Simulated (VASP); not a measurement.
Write the native input for VASP 6.6.1 that does the following.

- Task: relaxation of cell and atoms
- Functional: PBEsol
- Potentials or basis: VASP PAW PBE potentials, release 64 (Ba_sv, Ti_sv, O)
- Cutoff: 600 eV
- k mesh: 7 × 7 × 7
- Occupations: fermi-dirac, width 0.05 eV
- Spin: no spin polarisation
- Target pressure: 20 GPa
- Dipole correction: no
- Further INCAR settings: ALGO = Normal; EDIFF = 1e-07; IBRION = 2; EDIFFG = -0.01; NSW = 60; ISIF = 3

The structure of BaTiO3 lies in POSCAR:

```
BaTiO3
1.0
    3.9855000000      0.0000000000      0.0000000000
    0.0000000000      2.8369000000      2.8451500000
    0.0000000000     -2.8369000000      2.8451500000
Ba Ti O
1 1 3
Direct
    0.0000000000      0.0000000000      0.0000000000
    0.5000000000      0.5124000000      0.5124000000
    0.5000000000      0.9918400000      0.5052400000
    0.5000000000      0.5052400000      0.9918400000
    0.0000000000      0.4874000000      0.4874000000
```

These files were run (other wordings do the same):

INCAR

```
SYSTEM = BaTiO3
ALGO = Normal ; EDIFF = 1E-7
EDIFFG = -0.01 ; ENCUT = 600
GGA = PS ; IBRION = 2
ISIF = 3 ; ISMEAR = -1
LASPH = .True. ; LCHARG = .False.
LREAL = .False. ; LWAVE = .False.
NELM = 80 ; NSW = 60
PREC = Accurate ; PSTRESS = 200.0
SIGMA = 0.05
```

KPOINTS

```
k-points
0
Gamma
  7 7 7
  0 0 0
```

Potentials or basis: VASP PAW PBE potentials, release 64 (Ba_sv, Ti_sv, O).

Command:

```sh
$ cat potpaw_PBE.64/Ba_sv/POTCAR potpaw_PBE.64/Ti_sv/POTCAR potpaw_PBE.64/O/POTCAR > POTCAR
$ mpirun -np 1 vasp_std > vasp.out
```

Results of the run:

```json
{"Relaxed volume": "11.54 Å³/atom", "Relaxed cell": "a = 3.864 Å, b = 3.864 Å, c = 3.864 Å, α = 89.99°, β = 90.00°, γ = 90.00°", "Space group after relaxing (to 0.1 Å)": "Pm-3m (No. 221)", "Energy change on relaxing (the run minimises the enthalpy)": "+61.7 meV/atom", "Ionic steps": "21", "Pressure after relaxing": "20.0 GPa", "Band gap on the k mesh": "1.91 eV"}
```

Caveat: the cell is relaxed towards a set pressure, so the run minimises the enthalpy, not the energy; the PAW data sets were made with another functional, which shifts forces and pressure a little; spin-orbit coupling is left out, which moves the levels of the heavy elements.

Wall time 34 min on 1 thread of Intel Xeon 8259CL, on a shared host, peak memory 0.29 GiB.
